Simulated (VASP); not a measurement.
# AlN (Pm) in VASP: further runs

Runs on AlN. Level: LDA. Tasks: single point.

All numbers are computed with VASP 6.6.1; they aren't measurements. Logs are shortened: lines on timing, memory, paths and dates and some standing lists are left out, and cuts for length are marked.

### 1 The cell of the first run

It takes space group Pm (No. 6, monoclinic). The conventional cell has a = 3.276 Å, b = 4.101 Å, c = 5.674 Å, α = 90.00°, β = 90.00°, γ = 90.00°. Al (site symmetry m) has 2 N at 1.53 to 1.76 Å within 2.0 Å. Within 2.8 Å of Al (site symmetry m) lie 5 N at 1.89 to 2.05 Å and 8 Al at 2.55 to 2.79 Å. Within 2.6 Å of Al (site symmetry m) lie 5 N at 1.89 to 2.05 Å and 2 Al at 2.56 Å. Al (site symmetry m) has 5 N at 1.89 to 2.05 Å within 2.5 Å. Within 2.5 Å of N (site symmetry m) lie 5 Al at 1.89 to 2.20 Å. N (site symmetry m) has 5 Al at 1.89 to 2.05 Å within 2.5 Å. N (site symmetry m) has 5 Al at 1.53 to 2.05 Å within 2.1 Å. N (site symmetry m) has 4 Al at 1.89 to 2.05 Å within 2.5 Å.

### 2 Single point, LDA (atom 1 (Al) moved by +0.620 Å along [1 0 0] and +0.496 Å along [1 2 0])

The input, INCAR:

```
SYSTEM = AlN
  PREC = Accurate
  ENCUT = 1330
  EDIFF = 1E-6
  ISMEAR = 0
  SIGMA = 0.05
  LREAL = .FALSE.
  LASPH = .TRUE.
  NELM = 120
  ALGO = Normal
  ISIF = 2
  LWAVE = .FALSE.
  LCHARG = .FALSE.
  NBANDS = 26
  GGA_COMPAT = .FALSE.
```

The input, KPOINTS:

```
Automatic mesh
0
G
  8 6 4
  0 0 0
```

The input, POSCAR:

```
AlN
1.0
   -1.6378403119      2.8368226349      0.0000000000
    0.0000000000      0.0000000000      4.1006264518
    4.9135209358      2.8368226349      0.0000000000
Al N
4 4
Direct
    0.5364958047      0.7500000000      0.3050143626
    1.0000000000      0.7500000000      0.6666666667
    0.0000000000      0.2500000000      0.3333333333
    0.5000000000      0.2500000000      0.8333333333
    0.5000000000      0.2500000000      0.1666666667
    1.0000000000      0.2500000000      0.6666666667
    0.0000000000      0.7500000000      0.3333333333
    0.5000000000      0.7500000000      0.8333333333
```

Potentials or basis: VASP PAW LDA potentials, release 64 (Al, N_h).

Launch:

```
cat potpaw_LDA.64/Al/POTCAR potpaw_LDA.64/N_h/POTCAR > POTCAR
mpirun -np 1 vasp_std > vasp.out
```

OUTCAR:

```text
SYSTEM = AlN
   PREC = Accurate
   ENCUT = 1330
   EDIFF = 1E-6
   ISMEAR = 0
   LREAL = .FALSE.
   LASPH = .TRUE.
   NELM = 120
   ISIF = 2

 ion  position               nearest neighbor table
   1  0.536  0.750  0.305-   7 1.53   7 1.76   5 2.20   5 2.20   2 2.55   3 2.56   3 2.56   2 2.70
                             3 2.71   3 2.71
   2  0.000  0.750  0.667-   8 1.89   8 1.89   7 1.89   6 2.05   6 2.05   1 2.55   1 2.70   4 2.79
                             4 2.79   4 2.79   4 2.79   3 2.79   3 2.79
   3  0.000  0.250  0.333-   5 1.89   5 1.89   6 1.89   7 2.05   7 2.05   1 2.56   1 2.56   1 2.71
                             1 2.71   2 2.79   2 2.79   4 3.28   4 3.28   4 3.28   4 3.28
   4  0.500  0.250  0.833-   6 1.89   6 1.89   5 1.89   8 2.05   8 2.05   2 2.79   2 2.79   2 2.79
                             2 2.79   3 3.28   3 3.28   3 3.28   3 3.28
   5  0.500  0.250  0.167-   3 1.89   3 1.89   4 1.89   1 2.20   1 2.20
   6  0.000  0.250  0.667-   4 1.89   4 1.89   3 1.89   2 2.05   2 2.05
   7  0.000  0.750  0.333-   1 1.53   1 1.76   2 1.89   3 2.05   3 2.05
   8  0.500  0.750  0.833-   2 1.89   2 1.89   4 2.05   4 2.05

  LATTYP: Found a simple orthorhombic cell.
 ALAT       =     3.2756806238
 B/A-ratio  =     1.2518395176
 C/A-ratio  =     1.7320508076

  Lattice vectors:

 A1 = (  -1.6378403119,   2.8368226349,   0.0000000000)
 A2 = (   0.0000000000,   0.0000000000,   4.1006264518)
 A3 = (   4.9135209358,   2.8368226349,   0.0000000000)

Analysis of symmetry for initial positions (statically):
=====================================================================
 Subroutine PRICEL returns:
 Original cell was already a primitive cell.

 Routine SETGRP: Setting up the symmetry group for a
 simple orthorhombic supercell.

 Subroutine GETGRP returns: Found  2 space group operations
 (whereof  1 operations were pure point group operations)
 out of a pool of  8 trial point group operations.

The static configuration has the point symmetry C_1 .
 The point group associated with its full space group is C_1h.

Analysis of symmetry for dynamics (positions and initial velocities):
=====================================================================
 Subroutine PRICEL returns:
 Original cell was already a primitive cell.

 Routine SETGRP: Setting up the symmetry group for a
 simple orthorhombic supercell.

 Subroutine GETGRP returns: Found  2 space group operations
 (whereof  1 operations were pure point group operations)
 out of a pool of  8 trial point group operations.

The dynamic configuration has the point symmetry C_1 .
 The point group associated with its full space group is C_1h.

 Subroutine INISYM returns: Found  2 space group operations
 (whereof  1 operations are pure point group operations),
 and found     1 'primitive' translations

----------------------------------------------------------------------------------------

                                     Primitive cell

  volume of cell :      76.2103

  direct lattice vectors                    reciprocal lattice vectors
    -1.637840312  2.836822635  0.000000000    -0.152640033  0.264380293  0.000000000
     0.000000000  0.000000000  4.100626452     0.000000000  0.000000000  0.243865178
     4.913520936  2.836822635  0.000000000     0.152640033  0.088126764  0.000000000

  length of vectors
     3.275680624  4.100626452  5.673645270     0.305280067  0.243865178  0.176253529

  position of ions in fractional coordinates (direct lattice)
     0.536495805  0.750000000  0.305014363
     0.000000000  0.750000000  0.666666667
     0.000000000  0.250000000  0.333333333
     0.500000000  0.250000000  0.833333333
     0.500000000  0.250000000  0.166666667
     0.000000000  0.250000000  0.666666667
     0.000000000  0.750000000  0.333333333
     0.500000000  0.750000000  0.833333333

  ion indices of the primitive-cell ions
   primitive index   ion index
                 1           1
                 2           2
                 3           3
                 4           4
                 5           5
                 6           6
                 7           7
                 8           8

----------------------------------------------------------------------------------------

 KPOINTS: Automatic mesh

Automatic generation of k-mesh.
 Grid dimensions read from file:
 generate k-points for:    8    6    4

 Generating k-lattice:

  Cartesian coordinates                     Fractional coordinates (reciprocal lattice)
    -0.019080004  0.033047537  0.000000000     0.125000000  0.000000000  0.000000000
     0.000000000  0.000000000  0.040644196     0.000000000  0.166666667  0.000000000
     0.038160008  0.022031691  0.000000000     0.000000000  0.000000000  0.250000000

  Length of vectors
     0.038160008  0.040644196  0.044063382

  Shift w.r.t. Gamma in fractional coordinates (k-lattice)
     0.000000000  0.000000000  0.000000000

 Subroutine IBZKPT returns following result:
 ===========================================

 Found     72 irreducible k-points:

 Following reciprocal coordinates:
            Coordinates               Weight
  0.000000  0.000000  0.000000      1.000000
  0.125000  0.000000  0.000000      2.000000
  0.250000  0.000000  0.000000      2.000000
  0.375000  0.000000  0.000000      2.000000
  0.500000  0.000000  0.000000      1.000000
  0.000000  0.166667  0.000000      2.000000
[... 16 lines left out ...]
  0.125000  0.000000 -0.250000      2.000000
  0.250000  0.000000  0.250000      2.000000
 [... further k-points ...]
   k-points           NKPTS =     72   k-points in BZ     NKDIM =     72   number of bands    NBANDS=     26
   number of dos      NEDOS =    301   number of ions     NIONS =      8
   total plane-waves  NPLWV = 140000
   dimension x,y,z NGX =    40 NGY =   50 NGZ =   70
   dimension x,y,z NGXF=    80 NGYF=  100 NGZF=  140
   ions per type =               4   4
   NGX,Y,Z   is equivalent  to a cutoff of  20.30, 20.27, 20.51 a.u.
   NGXF,Y,Z  is equivalent  to a cutoff of  40.60, 40.54, 41.02 a.u.
 SYSTEM =  AlN
   PREC   = accura    normal or accurate (medium, high low for compatibility)
   ISTART =      0    job   : 0-new  1-cont  2-samecut
   ICHARG =      2    charge: 1-file 2-atom 10-const
   ISPIN  =      1    spin polarized calculation?
   LNONCOLLINEAR =      F non collinear calculations
   LSORBIT =      F    spin-orbit coupling
   LASPH  =      T    aspherical Exc in radial PAW
   ENCUT  = 1330.0 eV  97.75 Ry    9.89 a.u.   9.74 12.19 16.87*2*pi/ulx,y,z
   NELM   =    120;   NELMIN=  2; NELMDL= -5     # of ELM steps
   EDIFF  = 0.1E-05   stopping-criterion for ELM
   LREAL  =      F    real-space projection
   EDIFFG = 0.1E-04   stopping-criterion for IOM
   NSW    =      0    number of steps for IOM
   IBRION =     -1    ionic relax: 0-MD 1-quasi-New 2-CG
   NFREE  =      0    steps in history (QN), initial steepest desc. (CG)
   ISIF   =      2    stress and relaxation
   ISYM   =      2    0-nonsym 1-usesym 2-fastsym
   POTIM  = 0.5000    time-step for ionic-motion
   TEBEG  =    0.0;   TEEND  =   0.0 temperature during run
   PSTRESS=    0.0 pullay stress
   NELECT =      32.0000    total number of electrons
   NUPDOWN=      -1.0000    fix difference up-down
   EMIN   =  10.00;   EMAX   =-10.00  energy-range for DOS
   EFERMI =   0.00;   METHOD = LEGACY
   ISMEAR =     0;   SIGMA  =   0.05  broadening in eV -4-tet -1-fermi 0-gaus
   EFERMI_NEDOS =   21; number of points for ismear=-14 and -15
   IALGO  =     38    algorithm
   IMIX   =      4    mixing-type and parameters
     AMIX     =   0.40;   BMIX     =  1.00
     AMIX_MAG =   1.60;   BMIX_MAG =  1.00
  volume/ion in A,a.u.               =       9.53        64.29
  Fermi-wavevector in a.u.,A,eV,Ry     =   1.225896  2.316607 20.447110  1.502820
  Thomas-Fermi vector in A             =   2.360917
   LORBIT       =      0    0 simple, 1 ext, 2 COOP (PROOUT), +10 PAW based schemes
   GGA     = CA    functional components
   LHFCALC =     F    Hartree Fock is set to
   AEXX    =    0.0000 exact exchange contribution
   IVDW    =     0    specifies the selected vdW correction
   LEPSILON=     F    determine dielectric tensor
   LRPA    =     F    only Hartree local field effects (RPA)
 non-spin polarized calculation
 Gauss-broadening in eV      SIGMA  =   0.05
  energy-cutoff  :     1330.00
  volume of cell :       76.21
 maximum number of plane-waves:      8448
 NGX is ok and might be reduce to    40
   NGX = 19   NGY = 25   NGZ = 33

 number of electron      31.9999999 magnetization

 Free energy of the ion-electron system (eV)
  ---------------------------------------------------
  ext. energy  EPLUGINS =         0.00000000
  ---------------------------------------------------
  free energy    TOTEN  =       -60.75859124 eV

  energy without entropy =      -60.75859124  energy(sigma->0) =      -60.75859124

 E-fermi :   8.8222     XC(G=0): -11.6822

 val. band max:        8.5599991609   @ k =   0.0000   0.0000   0.0000
 cond. band min:      10.6024981522   @ k =   0.5000   0.0000   0.5000
 fundamental gap:      2.0424989913
 Fermi energy:         8.8222133009

 k-point     1 :       0.0000    0.0000    0.0000
  band No.  band energies     occupation
      1      -9.1335      2.00000
      2      -6.6428      2.00000
      3      -5.4208      2.00000
      4      -3.9882      2.00000
      5       0.9101      2.00000
      6       1.6554      2.00000
[... 18 lines left out ...]
     25      17.6471      0.00000
     26      18.9921      0.00000

 k-point     2 :       0.1250    0.0000    0.0000
  band No.  band energies     occupation
      1      -9.0018      2.00000
      2      -6.5324      2.00000
      3      -5.4284      2.00000
      4      -4.0035      2.00000
      5       1.0452      2.00000
      6       1.4441      2.00000
[... 18 lines left out ...]
     25      17.7741      0.00000
[... 608 lines left out ...]
     25      17.7377      0.00000
     26      18.5246      0.00000

 k-point    24 :       0.2500    0.0000    0.2500
  band No.  band energies     occupation
      1      -8.5726      2.00000
      2      -6.4782      2.00000
      3      -5.3632      2.00000
      4      -4.0611      2.00000
      5       1.1393      2.00000
      6       1.5146      2.00000
[... 18 lines left out ...]
     25      17.9163      0.00000
     26      18.8774      0.00000

 [... further k-points ...]

------------------------ aborting loop because EDIFF is reached ----------------------------------------

  FORCE on cell =-STRESS in cart. coord.  units (eV):
  Direction    XX          YY          ZZ          XY          YZ          ZX
  --------------------------------------------------------------------------------------
  -------------------------------------------------------------------------------------
  Total        3.1073072     18.0782105      0.8880297     -9.3693766      0.0000000      0.0000000
  in kB       65.3252124    380.0599271     18.6691314   -196.9732893      0.0000000      0.0000000
  external PRESSURE =     154.6847569 kB  Pullay stress =       0.0000000 kB

 VOLUME and BASIS-vectors are now :
 -----------------------------------------------------------------------------
  energy-cutoff  :     1330.00
  volume of cell :       76.21
      direct lattice vectors                 reciprocal lattice vectors
    -1.637840312  2.836822635  0.000000000    -0.152640033  0.264380293  0.000000000
     0.000000000  0.000000000  4.100626452     0.000000000  0.000000000  0.243865178
     4.913520936  2.836822635  0.000000000     0.152640033  0.088126764  0.000000000

 POSITION                                       TOTAL-FORCE (eV/Angst)
 -----------------------------------------------------------------------------------
      0.62000      2.38722      3.07547        -0.405384    -11.484412      0.000000
      3.27568      1.89122      3.07547         2.912095      1.989948      0.000000
      1.63784      0.94561      1.02516        -1.183676     -0.095750      0.000000
      3.27568      3.78243      1.02516         0.850790      0.485331      0.000000
      0.00000      1.89122      1.02516         2.382337      1.603388      0.000000
      3.27568      1.89122      1.02516        -0.968182     -0.560169      0.000000
      1.63784      0.94561      3.07547        -2.021794      8.914623      0.000000
      3.27568      3.78243      3.07547        -1.566186     -0.852958      0.000000
 -----------------------------------------------------------------------------------
    total drift:                               -0.000719      0.000228     -0.000000

  FREE ENERGIE OF THE ION-ELECTRON SYSTEM (eV)
  ---------------------------------------------------
  free  energy   TOTEN  =       -60.7585912380 eV

  energy  without entropy=      -60.7585912380  energy(sigma->0) =      -60.75859124
```

Run time: 6.9 min. Hardware: 1 thread of Intel Xeon Platinum 8124M at 3.00GHz (Skylake/Cascade Lake), shared host; peak memory 0.6 GiB.

What came out:

* Free energy: -60.7586 eV
* Pressure: 15.5 GPa
* Largest force: 11.492 eV/Å
* Band gap on the k mesh: 2.04 eV (least direct gap 2.10 eV)

Forces in eV/Å, atoms in the order of the input:
```
Al   -0.405 -11.484   0.000
Al    2.912   1.990   0.000
Al   -1.184  -0.096   0.000
Al    0.851   0.485   0.000
N     2.382   1.603   0.000
N    -0.968  -0.560   0.000
N    -2.022   8.915   0.000
N    -1.566  -0.853   0.000
```

Caveat: the cell differs from its parent crystal (atom 1 (Al) moved by +0.620 Å along [1 0 0] and +0.496 Å along [1 2 0]); the stress differs along the axes, from 2 to 38 GPa; forces of over 1 eV/Å act on the atoms, so gaps and moduli don't describe the material at rest. A k mesh can miss the band edges.

(Part 1 of 2 ends here.)
